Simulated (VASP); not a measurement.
# Ca4Ti3SbO12 (a cell with a defect) in VASP: single point with PBEsol

Aim: the single point of Ca4Ti3SbO12 (a cell with a defect) with PBEsol.

Everything below comes from runs of VASP 6.6.1. Logs are shortened: lines on timing, memory, paths and dates and some standing lists are left out, and cuts for length are marked.

## Step 1: The cell of the first run

The cell holds a defect, 40 atoms: a = 7.683 Å, b = 7.683 Å, c = 7.683 Å, α = 90.00°, β = 90.00°, γ = 90.00°.

## Step 2: Single point, PBEsol

File INCAR:

```
ALGO = Normal ; EDIFF = 1E-7
ENCUT = 520 ; GGA = PS
ISIF = 2 ; ISMEAR = -1
ISYM = 0 ; LASPH = True
LCHARG = True ; LELF = True
LREAL = Auto ; LVHAR = True
LWAVE = False ; NBANDS = 179
NELM = 80 ; PREC = Accurate
SIGMA = 0.05
```

File KPOINTS:

```
Automatic mesh
0
Gamma
  1 1 1
  0.25 0.25 0.25
```

File POSCAR:

```
Ca4Ti3SbO12
1.0
    7.6826140000      0.0000000000      0.0000000000
    0.0000000000      7.6826140000      0.0000000000
    0.0000000000      0.0000000000      7.6826140000
Ca Sb Ti O
8 2 6 24
Direct
    0.0334420000      0.0022690000      0.0193110000
    0.0192000000      0.0092630000      0.5288030000
    0.9875540000      0.5000320000      0.9875280000
    0.9804680000      0.5076100000      0.4692020000
    0.5199920000      0.0032410000      0.0300130000
    0.5252710000      0.0064490000      0.5168090000
    0.4848630000      0.4964000000      0.9695630000
    0.4757920000      0.5073060000      0.4786280000
    0.2516030000      0.2526060000      0.2539760000
    0.7517050000      0.7500960000      0.7497590000
    0.2536770000      0.2590930000      0.7491230000
    0.2590130000      0.7531750000      0.2575980000
    0.2542910000      0.7589170000      0.7552610000
    0.7514830000      0.2544920000      0.2590500000
    0.7564330000      0.2491610000      0.7600680000
    0.7596400000      0.7572690000      0.2449860000
    0.2928820000      0.1991240000      0.9932110000
    0.1640630000      0.2877160000      0.5311410000
    0.2891210000      0.8041720000      0.9915370000
    0.2169270000      0.7005180000      0.4993590000
    0.7002210000      0.2891770000      0.9925570000
    0.7927770000      0.2091500000      0.4997150000
    0.7077330000      0.7020490000      0.9981020000
    0.7941810000      0.7950410000      0.5001390000
    0.9908130000      0.2913890000      0.1942890000
    0.9882300000      0.2063580000      0.8050020000
    0.9960290000      0.7016620000      0.2139770000
    0.0003820000      0.7969030000      0.7922520000
    0.5245180000      0.1779190000      0.2784900000
    0.4954620000      0.2907910000      0.6949160000
    0.5021170000      0.7978800000      0.2904320000
    0.5021240000      0.7033650000      0.7055130000
    0.1849000000      0.9906990000      0.2817880000
    0.2778070000      0.9968020000      0.6939660000
    0.3012430000      0.5248150000      0.1922570000
    0.2253300000      0.5032590000      0.8053030000
    0.7905580000      0.9900290000      0.1948940000
    0.6916500000      0.9983380000      0.7791460000
    0.7147290000      0.4986840000      0.2979550000
    0.8064920000      0.5007640000      0.7178280000
```

Potentials or basis: VASP PAW PBE potentials, release 64 (Ca_sv, Sb, Ti_sv, O).

Run with:

```console
> cat potpaw_PBE.64/Ca_sv/POTCAR potpaw_PBE.64/Sb/POTCAR potpaw_PBE.64/Ti_sv/POTCAR potpaw_PBE.64/O/POTCAR > POTCAR
> mpirun -np 1 vasp_std > vasp.out
```

OUTCAR:

```text
EDIFF = 1E-7
   ENCUT = 520
   GGA = PS
   ISIF = 2
   ISMEAR = -1
   ISYM = 0
   LASPH = True
   LREAL = Auto
   NELM = 80
   PREC = Accurate

 ion  position               nearest neighbor table
   1  0.033  0.002  0.019-  26 2.30  37 2.30  33 2.33  28 2.37  19 2.49  17 2.51   9 3.12
   2  0.019  0.009  0.529-  33 2.29  22 2.33  34 2.36  24 2.40  18 2.41  10 3.33   9 3.34
   3  0.988  0.500  0.988-  25 2.26  36 2.30  27 2.33  40 2.50  10 3.21   9 3.45
   4  0.980  0.508  0.469-  18 2.25  40 2.33  20 2.36  39 2.43  27 2.47   9 3.30  10 3.35
   5  0.520  0.003  0.030-  17 2.32  29 2.33  38 2.34  19 2.36  37 2.44  31 2.55   9 3.30  10 3.40

   6  0.525  0.006  0.517-  29 2.26  34 2.34  31 2.37  38 2.39  10 3.18   9 3.47
   7  0.485  0.496  0.970-  35 2.23  21 2.30  23 2.34  36 2.36  10 3.29   9 3.39
   8  0.476  0.507  0.479-  39 2.30  32 2.31  30 2.36  20 2.49  12 3.04   9 3.13
   9  0.252  0.253  0.254-  17 2.07  25 2.08  33 2.09  35 2.18  29 2.18  18 2.25   1 3.12   8 3.13
                             5 3.30   4 3.30   2 3.34   7 3.39   3 3.45   6 3.47
  10  0.752  0.750  0.750-  28 1.97  23 1.97  38 1.98  24 1.98  40 1.98  32 1.98   6 3.18   3 3.21
                             7 3.29   2 3.33   4 3.35   5 3.40
  11  0.254  0.259  0.749-  18 1.82  30 1.92  36 1.94  17 1.95  34 2.07  26 2.12
  12  0.259  0.753  0.258-  35 1.85  31 1.92  33 1.92  20 1.93  27 2.09  19 2.09   8 3.04
  13  0.254  0.759  0.755-  19 1.87  34 1.90  32 1.99  28 1.99  36 2.01  20 2.04
  14  0.751  0.254  0.259-  29 1.85  22 1.91  39 1.92  25 1.93  21 2.10  37 2.11
  15  0.756  0.249  0.760-  26 1.84  21 1.86  38 2.00  40 2.00  22 2.04  30 2.09
  16  0.760  0.757  0.245-  37 1.84  27 1.88  23 1.98  24 2.00  31 2.03  39 2.06
  17  0.293  0.199  0.993-  11 1.95   9 2.07   5 2.32   1 2.51
  18  0.164  0.288  0.531-  11 1.82   9 2.25   4 2.25   2 2.41
  19  0.289  0.804  0.992-  13 1.87  12 2.09   5 2.36   1 2.49
  20  0.217  0.701  0.499-  12 1.93  13 2.04   4 2.36   8 2.49
  21  0.700  0.289  0.993-  15 1.86  14 2.10   7 2.30
  22  0.793  0.209  0.500-  14 1.91  15 2.04   2 2.33
  23  0.708  0.702  0.998-  10 1.97  16 1.98   7 2.34
  24  0.794  0.795  0.500-  10 1.98  16 2.00   2 2.40
  25  0.991  0.291  0.194-  14 1.93   9 2.08   3 2.26
  26  0.988  0.206  0.805-  15 1.84  11 2.12   1 2.30
  27  0.996  0.702  0.214-  16 1.88  12 2.09   3 2.33   4 2.47
  28  0.000  0.797  0.792-  10 1.97  13 1.99   1 2.37
  29  0.525  0.178  0.278-  14 1.85   9 2.18   6 2.26   5 2.33
  30  0.495  0.291  0.695-  11 1.92  15 2.09   8 2.36
  31  0.502  0.798  0.290-  12 1.92  16 2.03   6 2.37   5 2.55
  32  0.502  0.703  0.706-  10 1.98  13 1.99   8 2.31
  33  0.185  0.991  0.282-  12 1.92   9 2.09   2 2.29   1 2.33
  34  0.278  0.997  0.694-  13 1.90  11 2.07   6 2.34   2 2.36
  35  0.301  0.525  0.192-  12 1.85   9 2.18   7 2.23
  36  0.225  0.503  0.805-  11 1.94  13 2.01   3 2.30   7 2.36
  37  0.791  0.990  0.195-  16 1.84  14 2.11   1 2.30   5 2.44
  38  0.692  0.998  0.779-  10 1.98  15 2.00   5 2.34   6 2.39
  39  0.715  0.499  0.298-  14 1.92  16 2.06   8 2.30   4 2.43
  40  0.806  0.501  0.718-  10 1.98  15 2.00   4 2.33   3 2.50

IMPORTANT INFORMATION: All symmetrisations will be switched off!
NOSYMM: (Re-)initialisation of all symmetry stuff for point group C_1.

----------------------------------------------------------------------------------------

                                     Primitive cell

  volume of cell :     453.4475

  direct lattice vectors                    reciprocal lattice vectors
     7.682614000  0.000000000  0.000000000     0.130164030  0.000000000  0.000000000
     0.000000000  7.682614000  0.000000000     0.000000000  0.130164030  0.000000000
     0.000000000  0.000000000  7.682614000     0.000000000  0.000000000  0.130164030

  length of vectors
     7.682614000  7.682614000  7.682614000     0.130164030  0.130164030  0.130164030

  position of ions in fractional coordinates (direct lattice)
     0.033442000  0.002269000  0.019311000
     0.019200000  0.009263000  0.528803000
     0.987554000  0.500032000  0.987528000
     0.980468000  0.507610000  0.469202000
     0.519992000  0.003241000  0.030013000
     0.525271000  0.006449000  0.516809000
[... 32 lines left out ...]
     0.714729000  0.498684000  0.297955000
     0.806492000  0.500764000  0.717828000

  ion indices of the primitive-cell ions
   primitive index   ion index
                 1           1
                 2           2
                 3           3
                 4           4
                 5           5
                 6           6
[... 32 lines left out ...]
                39          39
                40          40

----------------------------------------------------------------------------------------

 KPOINTS: Automatic mesh

Automatic generation of k-mesh.
 Grid dimensions read from file:
 generate k-points for:    1    1    1

 Generating k-lattice:

  Cartesian coordinates                     Fractional coordinates (reciprocal lattice)
     0.130164030  0.000000000  0.000000000     1.000000000  0.000000000  0.000000000
     0.000000000  0.130164030  0.000000000     0.000000000  1.000000000  0.000000000
     0.000000000  0.000000000  0.130164030     0.000000000  0.000000000  1.000000000

  Length of vectors
     0.130164030  0.130164030  0.130164030

  Shift w.r.t. Gamma in fractional coordinates (k-lattice)
     0.250000000  0.250000000  0.250000000

 Subroutine IBZKPT returns following result:
 ===========================================

 Found      4 irreducible k-points:

 Following reciprocal coordinates:
            Coordinates               Weight
  0.250000  0.250000  0.250000      2.000000
 -0.250000  0.250000  0.250000      2.000000
 -0.250000 -0.250000  0.250000      2.000000
  0.250000 -0.250000  0.250000      2.000000
   k-points           NKPTS =      4   k-points in BZ     NKDIM =      4   number of bands    NBANDS=    179
   number of dos      NEDOS =    301   number of ions     NIONS =     40
   total plane-waves  NPLWV = 216000
   dimension x,y,z NGX =    60 NGY =   60 NGZ =   60
   dimension x,y,z NGXF=   120 NGYF=  120 NGZF=  120
   ions per type =               8   2   6  24
   NGX,Y,Z   is equivalent  to a cutoff of  12.98, 12.98, 12.98 a.u.
   NGXF,Y,Z  is equivalent  to a cutoff of  25.97, 25.97, 25.97 a.u.
 SYSTEM =  unknown system
   PREC   = accura    normal or accurate (medium, high low for compatibility)
   ISTART =      0    job   : 0-new  1-cont  2-samecut
   ICHARG =      2    charge: 1-file 2-atom 10-const
   ISPIN  =      1    spin polarized calculation?
   LNONCOLLINEAR =      F non collinear calculations
   LSORBIT =      F    spin-orbit coupling
   LASPH  =      T    aspherical Exc in radial PAW
   ENCUT  =  520.0 eV  38.22 Ry    6.18 a.u.  14.28 14.28 14.28*2*pi/ulx,y,z
   NELM   =     80;   NELMIN=  2; NELMDL= -5     # of ELM steps
   EDIFF  = 0.1E-06   stopping-criterion for ELM
   LREAL  =      T    real-space projection
   EDIFFG = 0.1E-05   stopping-criterion for IOM
   NSW    =      0    number of steps for IOM
   IBRION =     -1    ionic relax: 0-MD 1-quasi-New 2-CG
   NFREE  =      0    steps in history (QN), initial steepest desc. (CG)
   ISIF   =      2    stress and relaxation
   ISYM   =      0    0-nonsym 1-usesym 2-fastsym
   POTIM  = 0.5000    time-step for ionic-motion
   TEBEG  =    0.0;   TEEND  =   0.0 temperature during run
   PSTRESS=    0.0 pullay stress
   NELECT =     306.0000    total number of electrons
   NUPDOWN=      -1.0000    fix difference up-down
   EMIN   =  10.00;   EMAX   =-10.00  energy-range for DOS
   EFERMI =   0.00;   METHOD = LEGACY
   ISMEAR =    -1;   SIGMA  =   0.05  broadening in eV -4-tet -1-fermi 0-gaus
   EFERMI_NEDOS =   21; number of points for ismear=-14 and -15
   IALGO  =     38    algorithm
   IMIX   =      4    mixing-type and parameters
     AMIX     =   0.40;   BMIX     =  1.00
     AMIX_MAG =   1.60;   BMIX_MAG =  1.00
  volume/ion in A,a.u.               =      11.34        76.50
  Fermi-wavevector in a.u.,A,eV,Ry     =   1.435951  2.713554 28.054605  2.061955
  Thomas-Fermi vector in A             =   2.555193
   LORBIT       =      0    0 simple, 1 ext, 2 COOP (PROOUT), +10 PAW based schemes
   GGA     = PS    functional components
   LHFCALC =     F    Hartree Fock is set to
   AEXX    =    0.0000 exact exchange contribution
   IVDW    =     0    specifies the selected vdW correction
   LEPSILON=     F    determine dielectric tensor
   LRPA    =     F    only Hartree local field effects (RPA)
 non-spin polarized calculation
  energy-cutoff  :      520.00
  volume of cell :      453.45
 maximum number of plane-waves:     12187
 NGX is ok and might be reduce to    60
   NGX = 29   NGY = 29   NGZ = 29

 number of electron     306.0000034 magnetization

 Free energy of the ion-electron system (eV)
  ---------------------------------------------------
  ext. energy  EPLUGINS =         0.00000000
  ---------------------------------------------------
  free energy    TOTEN  =      -318.10651109 eV

  energy without entropy =     -318.10568934  energy(sigma->0) =     -318.10610021

 E-fermi :   6.9352     XC(G=0): -11.5594

 val. band max:        6.5737407246   @ k =  -0.2500   0.2500   0.2500
 cond. band min:       7.3103291516   @ k =  -0.2500   0.2500   0.2500
 fundamental gap:      0.7365884270
 Fermi energy:         6.9351594258

 k-point     1 :       0.2500    0.2500    0.2500
  band No.  band energies     occupation
      1     -51.6728      2.00000
      2     -51.6149      2.00000
      3     -51.5952      2.00000
      4     -51.1691      2.00000
      5     -51.1649      2.00000
      6     -51.1334      2.00000
[... 157 lines left out ...]
    164       8.4080      0.00000
    165       8.4186      0.00000

 k-point     2 :      -0.2500    0.2500    0.2500
  band No.  band energies     occupation
      1     -51.6728      2.00000
      2     -51.6149      2.00000
      3     -51.5952      2.00000
      4     -51.1691      2.00000
      5     -51.1649      2.00000
      6     -51.1334      2.00000
[... 157 lines left out ...]
    164       8.3767      0.00000
    165       8.4345      0.00000

 k-point     3 :      -0.2500   -0.2500    0.2500
  band No.  band energies     occupation
      1     -51.6728      2.00000
      2     -51.6149      2.00000
      3     -51.5952      2.00000
      4     -51.1691      2.00000
      5     -51.1649      2.00000
      6     -51.1334      2.00000
[... 157 lines left out ...]
    164       8.4021      0.00000
    165       8.4294      0.00000

 k-point     4 :       0.2500   -0.2500    0.2500
  band No.  band energies     occupation
      1     -51.6728      2.00000
      2     -51.6149      2.00000
      3     -51.5952      2.00000
      4     -51.1691      2.00000
      5     -51.1649      2.00000
      6     -51.1334      2.00000
[... 157 lines left out ...]
    164       8.3832      0.00000
    165       8.4254      0.00000
 [bands above 165 left out]

------------------------ aborting loop because EDIFF is reached ----------------------------------------

  FORCE on cell =-STRESS in cart. coord.  units (eV):
  Direction    XX          YY          ZZ          XY          YZ          ZX
  --------------------------------------------------------------------------------------
  -------------------------------------------------------------------------------------
  Total       13.2617240      9.8861516     11.4504342     -1.1056597     -1.2682014      2.4529494
  in kB       46.8579761     34.9309830     40.4581013     -3.9066547     -4.4809672      8.6670665
  external PRESSURE =      40.7490202 kB  Pullay stress =       0.0000000 kB

 VOLUME and BASIS-vectors are now :
 -----------------------------------------------------------------------------
  energy-cutoff  :      520.00
  volume of cell :      453.45
      direct lattice vectors                 reciprocal lattice vectors
     7.682614000  0.000000000  0.000000000     0.130164030  0.000000000  0.000000000
     0.000000000  7.682614000  0.000000000     0.000000000  0.130164030  0.000000000
     0.000000000  0.000000000  7.682614000     0.000000000  0.000000000  0.130164030

 POSITION                                       TOTAL-FORCE (eV/Angst)
 -----------------------------------------------------------------------------------
      0.25692      0.01743      0.14836        -0.010607     -0.012703     -0.023580
      0.14751      0.07116      4.06259        -0.017890     -0.010909     -0.018038
      7.58700      3.84155      7.58680        -0.008733      0.013222     -0.015397
      7.53256      3.89977      3.60470        -0.005426      0.010104      0.009388
      3.99490      0.02490      0.23058        -0.016658     -0.005013     -0.011001
      4.03545      0.04955      3.97044        -0.005468     -0.001805      0.003888
[... 32 lines left out ...]
      5.49099      3.83120      2.28907        -0.014269     -0.036248      0.021286
      6.19597      3.84718      5.51480        -0.005158     -0.040668     -0.025414
 -----------------------------------------------------------------------------------
    total drift:                               -0.015123      0.021075      0.042895

  FREE ENERGIE OF THE ION-ELECTRON SYSTEM (eV)
  ---------------------------------------------------
  free  energy   TOTEN  =      -318.1065110899 eV

  energy  without entropy=     -318.1056893356  energy(sigma->0) =     -318.10610021
```

Wall time 12 min (1 thread of Intel Xeon Platinum 8488C (Sapphire Rapids), shared host); peak memory 0.62 GiB.

What came out:

| Quantity | Value |
| --- | --- |
| Free energy | -318.1065 eV |
| Pressure | 4.1 GPa |
| Largest force | 0.128 eV/Å |
| Band gap on the k mesh | 0.74 eV |

Forces in eV/Å, atoms in the order of the input:
```
Ca  -0.011 -0.013 -0.024
Ca  -0.018 -0.011 -0.018
Ca  -0.009  0.013 -0.015
Ca  -0.005  0.010  0.009
Ca  -0.017 -0.005 -0.011
Ca  -0.005 -0.002  0.004
Ca   0.028  0.004 -0.006
Ca  -0.015  0.002  0.011
Sb   0.030  0.005  0.041
Sb  -0.007  0.001 -0.014
Ti   0.057 -0.093 -0.001
Ti  -0.099  0.069  0.042
Ti  -0.017 -0.008  0.013
Ti   0.023  0.053 -0.058
Ti  -0.018 -0.008 -0.049
Ti  -0.014 -0.015 -0.004
O   -0.026 -0.012 -0.020
O   -0.006  0.071 -0.055
O    0.019  0.003  0.037
O    0.011 -0.040 -0.019
O    0.023 -0.034  0.056
O   -0.049  0.021  0.020
O   -0.047 -0.010  0.110
O    0.030 -0.008 -0.076
O   -0.018 -0.020  0.000
O    0.051  0.010 -0.011
O    0.031  0.010 -0.027
O    0.003  0.005  0.034
O   -0.053  0.001  0.053
O   -0.018  0.029  0.005
O    0.026 -0.040  0.014
O    0.006 -0.028 -0.042
O    0.028 -0.017 -0.002
O    0.024  0.043  0.026
O    0.064 -0.037  0.000
O    0.014  0.014 -0.040
O    0.009  0.055  0.007
O   -0.003  0.056  0.017
O   -0.014 -0.036  0.021
O   -0.005 -0.041 -0.025
```

Caveat: the k points lie up to 0.82 Å⁻¹ apart; the PAW data sets were made with another functional, which shifts forces and pressure a little; spin-orbit coupling is left out, which moves the levels of the heavy elements.
